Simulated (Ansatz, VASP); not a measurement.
## Two plane-wave programs on Ta

File INCAR:

```
PREC = Accurate
ENCUT = 520
EDIFF = 1E-6
ISMEAR = -1
SIGMA = 0.1
LREAL = F
LASPH = T
NELM = 60
ALGO = Normal
ISIF = 2
LWAVE = F
LCHARG = F
GGA = RE
NBANDS = 12
```

File KPOINTS:

```
Automatic mesh
0
Gamma
  22 22 22
```

File POSCAR:

```
Ta
1.0
   -1.6450729707      1.6450729707      1.6450729707
    1.6450729707     -1.6450729707      1.6450729707
    1.6450729707      1.6450729707     -1.6450729707
Ta
1
Direct
    0.0000000000      0.0000000000      0.0000000000
```

Input for Ansatz:

```yaml
crystal:
  lattice:
    - [-1.6450729707, 1.6450729707, 1.6450729707]
    - [1.6450729707, -1.6450729707, 1.6450729707]
    - [1.6450729707, 1.6450729707, -1.6450729707]
  atoms:
    - { symbol: Ta, position: [0.0, 0.0, 0.0] }
hamiltonian:
  xc: revpbe
  pseudopotentials:
    kind: paw
    azcp:
      Ta: "pseudopotentials/Ta.paw.azcp"
basis:
  ecutwfc: 420
  fft_grid_basis: typed
kpoints:
  mp_grid: { grid: [22, 22, 22], shift: [0, 0, 0] }
magnetization:
  spin_polarized: false
scf:
  occupations: { method: fermi_dirac, width: 0.1 }
output:
  stress: true
```

Alike in both runs: task single point; functional revPBE; k mesh 22 × 22 × 22; occupations fermi-dirac, width 0.1 eV; no spin polarisation.

|  | VASP | Ansatz |
| --- | --- | --- |
| version | VASP 6.6.1 | Ansatz 0.2.0 |
| potentials or method | VASP PAW PBE potentials, release 64 (Ta_pv), cutoff 520 eV | plane waves (420 eV) with PAW, scalar-relativistic |
| valence electrons in the cell | 11 | 13 |

```csv
,VASP,Ansatz,Ansatz less VASP
pressure (GPa),8.3,8.2,-0.11
```

VASP's potentials were made for PBE, not for revPBE. With one functional, cell and mesh, what is left measures potentials, basis and numerics. VASP's potentials hold 11 valence electrons a cell and Ansatz's 13, so a difference there can come from the potentials and not from the codes.

Spin-orbit coupling is off throughout.
